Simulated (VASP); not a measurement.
A run of VASP 6.6.1:

File INCAR:

```
PREC     = Accurate       # precision mode
ENCUT    = 520            # plane-wave cutoff, eV
EDIFF    = 1E-6           # SCF threshold, eV
ISMEAR   = 0              # smearing method
SIGMA    = 0.02           # smearing width, eV
LREAL    = F              # projectors in reciprocal space
LASPH    = T              # aspherical terms in the spheres
NELM     = 60             # most SCF steps
ALGO     = Normal         # electronic algorithm
ISIF     = 2              # what is computed and relaxed
LWAVE    = F              # write WAVECAR
LCHARG   = T              # write CHGCAR
GGA      = PE             # functional
LELF     = T              # ELF
LVHAR    = T            
NBANDS   = 41             # bands
```

The input KPOINTS:

```
regular mesh
0
Gamma
  6 6 2
```

File POSCAR:

```
Mg5CdSe6
1.0
    4.2654673267      0.0000000000      0.0000000000
   -2.1327336633      3.6940030639      0.0000000000
    0.0000000000      0.0000000000     20.8663537420
Mg Cd Se
5 1 6
Direct
    0.0000000000      0.0000000000      0.0012964145
    0.6666666667      0.3333333333      0.1663948533
    0.3333333333      0.6666666667      0.3315055306
    0.0000000000      0.0000000000      0.4963641216
    0.3333333333      0.6666666667      0.8360705148
    0.6666666667      0.3333333333      0.6681576991
    0.0000000000      0.0000000000      0.1257439417
    0.6666666667      0.3333333333      0.2908387638
    0.3333333333      0.6666666667      0.4559664630
    0.0000000000      0.0000000000      0.6207164815
    0.6666666667      0.3333333333      0.7963212836
    0.3333333333      0.6666666667      0.9606239326
```

Potentials or basis: VASP PAW PBE potentials, release 64 (Mg, Cd, Se).

Launch:

```console
$ cat potpaw_PBE.64/Mg/POTCAR potpaw_PBE.64/Cd/POTCAR potpaw_PBE.64/Se/POTCAR > POTCAR
$ mpirun -np 1 vasp_std > vasp.out
```

Hardware: 1 thread of Intel(R) Xeon(R) Platinum 8488C (Sapphire Rapids), on a shared host.

**Question.** How long does it take, and how much memory?

**Answer.** Wall time 2.6 min on 1 thread of Intel(R) Xeon(R) Platinum 8488C (Sapphire Rapids) (shared host), peak memory 0.52 GiB. Counts: scf iterations 15, k points 14.
